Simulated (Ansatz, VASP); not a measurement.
Pt: VASP beside Ansatz

```
Pt
1.0
     2.72335    0.00000    0.00000
    -1.36168    2.35849    0.00000
     0.00000    0.00000    4.72737
Pt
2
Cartesian
  0.0000 1.5723 1.1818
  1.3617 0.7862 3.5455
```

Alike in both runs: task single point; functional HSE06; k mesh 6 × 6 × 4; occupations fermi-dirac, width 0.05 eV; no spin polarisation.

|  | VASP | Ansatz |
| --- | --- | --- |
| version | VASP 6.6.1 | Ansatz 0.2.0 |
| potentials or method | VASP PAW PBE potentials, release 64 (Pt) | Ansatz PAW |
| plane-wave cutoff (eV) | 520 | 420 |
| valence electrons in the cell | 20 | 36 |

```csv
,VASP,Ansatz,Ansatz less VASP
gap on the k mesh at the Fermi level (eV),none,none,-
pressure (GPa),0.6,0.3,-0.30
"traceless stress, the component that is largest in VASP (GPa)",-1.33,-1.29,+0.047
```

A gap of «none» marks a metal or a gap that the smearing closes. The functional is the same, so the differences come from potentials, cutoffs and numerics. VASP's potentials hold 20 valence electrons a cell and Ansatz's 36, so a difference there can come from the potentials and not from the codes.

The k mesh is coarse, so the values compare programs but aren't converged. Spin-orbit coupling is off throughout.
